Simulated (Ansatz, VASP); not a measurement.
Na in VASP and in Ansatz

POSCAR

```
Na
1.0
    3.7670009976      0.0000000000      0.0000000000
   -1.8835004988      3.2623185600      0.0000000000
    0.0000000000      0.0000000000      6.1540000000
Na
2
Direct
    0.3333333333      0.6666666667      0.2134384140
    0.6666666667      0.3333333333      0.7500000000
```

INCAR.step1

```
SYSTEM = Na
PREC = Accurate
ENCUT = 520
ISMEAR = 0
SIGMA = 0.15
LREAL = .False.
LASPH = .True.
NELM = 60
NBANDS = 14
GGA = PE
ALGO = Normal
EDIFF = 1E-4
LWAVE = .True.
LCHARG = .False.
```

Contents of INCAR.step2:

```
SYSTEM = Na
PREC = Accurate
ENCUT = 520
EDIFF = 1E-7
ISMEAR = 0
SIGMA = 0.15
LREAL = .False.
LASPH = .True.
NELM = 60
ALGO = Normal
ISIF = 2
LWAVE = .False.
LCHARG = .False.
METAGGA = R2SCAN
LMIXTAU = .True.
NBANDS = 14
ISTART = 1
```

The input KPOINTS:

```
Automatic mesh
0
Gamma
  12 12 8
  0 0 0
```

Input for Ansatz:

```yaml
crystal:
  lattice:
    - [3.7670009976, 0.0, 0.0]
    - [-1.8835004988, 3.26231856, 0.0]
    - [0.0, 0.0, 6.154]
  atoms:
    - { symbol: Na, position: [0.3333333333, 0.6666666667, 0.213438414] }
    - { symbol: Na, position: [0.6666666667, 0.3333333333, 0.75] }
basis:
  ecutwfc: 500
kpoints:
  mp_grid: { grid: [12, 12, 8] }
hamiltonian:
  xc: r2scan
scf:
  occupations: { method: gaussian, width: 0.15 }
output:
  forces: true
  stress: true
  eigenvalues: true
```

Alike in both runs: task single point; functional r2SCAN; k mesh 12 × 12 × 8; occupations gaussian, width 0.15 eV; no spin polarisation.

```csv
,VASP,Ansatz
version,VASP 6.6.1,Ansatz 0.2.0
potentials or method,"VASP PAW PBE potentials, release 64 (Na_pv), cutoff 520 eV","scalar-relativistic, plane waves, PAW"
valence electrons in the cell,14,18
```

```csv
,VASP,Ansatz,Ansatz less VASP
gap on the k mesh at the Fermi level (eV),none,none,-
pressure (GPa),0.1,0.1,-0.02
"traceless stress, the component that is largest in VASP (GPa)",-0.05,-0.02,+0.033
rms of the force components (eV/Å),0.104,0.103,-0.0011
```

VASP's potentials were made for PBE, not for r2SCAN. Atom by atom the forces differ by 0.001 eV/Å (rms over components). A gap of «none» marks a metal or a gap that the smearing closes. VASP's potentials hold 14 valence electrons a cell and Ansatz's 18, so a difference there can come from the potentials and not from the codes.
